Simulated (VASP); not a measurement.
SiC, 2 atoms in the cell. It takes space group Imm2 (No. 44, orthorhombic). Conventional cell: a = 2.878 Å, b = 3.282 Å, c = 4.356 Å, α = 90.00°, β = 90.00°, γ = 90.00°. Within 2.4 Å of Si (site symmetry mm2) lie 4 C at 1.80 to 1.97 Å. C (site symmetry mm2) has 4 Si at 1.80 to 1.97 Å within 2.4 Å.  This cell differs from its parent crystal: strain +0.1312 x Voigt [0, 0, 0, 1, 0, 0].

```yaml
Program: VASP 6.6.1
Task: single point
Functional: r2SCAN
Potentials_or_basis: VASP PAW PBE potentials, release 64 (Si, C)
Cutoff: 520 eV
k_mesh: 10 × 10 × 10
Occupations: gaussian, width 0.05 eV
Spin: no spin polarisation
Dipole_correction: no
Further_INCAR_settings: ALGO = Normal; EDIFF = 1e-07; NBANDS = 11
```

Potentials or basis: VASP PAW PBE potentials, release 64 (Si, C).

Command:

```console
$ cat potpaw_PBE.64/Si/POTCAR potpaw_PBE.64/C/POTCAR > POTCAR
$ cp INCAR.step1 INCAR
$ mpirun -np 1 vasp_std > vasp.out
$ cp INCAR.step2 INCAR
$ mpirun -np 1 vasp_std > vasp.out
```

Hardware: 1 thread of Intel Xeon 8259CL, on a shared host.

Task: Estimate the wall time of this run.

Result: It took 2.5 min on 1 thread of Intel Xeon 8259CL (shared host), peak memory 0.16 GiB. Counts: k points 171.
